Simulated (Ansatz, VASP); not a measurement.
Sn3Te: VASP beside Ansatz

Contents of INCAR:

```
PREC = Accurate
ENCUT = 520
EDIFF = 1E-7
ISMEAR = -1
SIGMA = 0.05
LREAL = False
LASPH = True
NELM = 100
ALGO = Fast
ISIF = 2
LWAVE = False
LCHARG = False
GGA = RE
NBANDS = 32
```

The input KPOINTS:

```
Automatic mesh
0
Gamma
  5 5 5
```

POSCAR

```
Sn3Te
1.0
   -2.3009040000      2.3009040000      5.5164940000
    2.3009040000     -2.3009040000      5.5164940000
    2.3009040000      2.3009040000     -5.5164940000
Te Sn
1 3
Direct
    0.0000000000      0.0000000000      0.0000000000
    0.5000000000      0.5000000000      0.0000000000
    0.2500000000      0.7500000000      0.5000000000
    0.7500000000      0.2500000000      0.5000000000
```

input.yaml

```yaml
crystal:
  lattice:
    - [-2.300904, 2.300904, 5.516494]
    - [2.300904, -2.300904, 5.516494]
    - [2.300904, 2.300904, -5.516494]
  atoms:
    - { symbol: Te, position: [0.0, 0.0, 0.0] }
    - { symbol: Sn, position: [0.5, 0.5, 0.0] }
    - { symbol: Sn, position: [0.25, 0.75, 0.5] }
    - { symbol: Sn, position: [0.75, 0.25, 0.5] }
hamiltonian:
  xc: revpbe
  pseudopotentials: { kind: paw }
kpoints:
  mp_grid: { grid: [5, 5, 5] }
scf:
  occupations: { method: fermi_dirac, width: 0.05 }
  n_extra_bands: 10
output:
  forces: true
  stress: true
  eigenvalues: true
  dos: { projected: true, de: 0.05, nscf_kmesh: { grid: [8, 8, 8] } }
```

Alike in both runs: functional revPBE; k mesh 5 × 5 × 5; occupations fermi-dirac, width 0.05 eV; no spin polarisation.

```csv
,VASP,Ansatz
version,VASP 6.6.1,Ansatz 0.2.0
potentials or method,"VASP PAW PBE potentials, release 64 (Te, Sn_d)",Ansatz PAW
plane-wave cutoff (eV),520,420
valence electrons in the cell,48,58
task,single point,projected density of states
```

```csv
,VASP,Ansatz,Ansatz less VASP
gap on the k mesh at the Fermi level (eV),none,none,-
pressure (GPa),0.3,0.4,+0.05
"traceless stress, the component that is largest in VASP (GPa)",-0.13,-0.12,+0.006
```

VASP's potentials were made for PBE, not for revPBE. A gap of «none» marks a metal or a gap that the smearing closes. VASP's potentials hold 48 valence electrons a cell and Ansatz's 58, so a difference there can come from the potentials and not from the codes.

The k mesh is coarse, so the values compare programs but aren't converged. Spin-orbit coupling is off throughout.
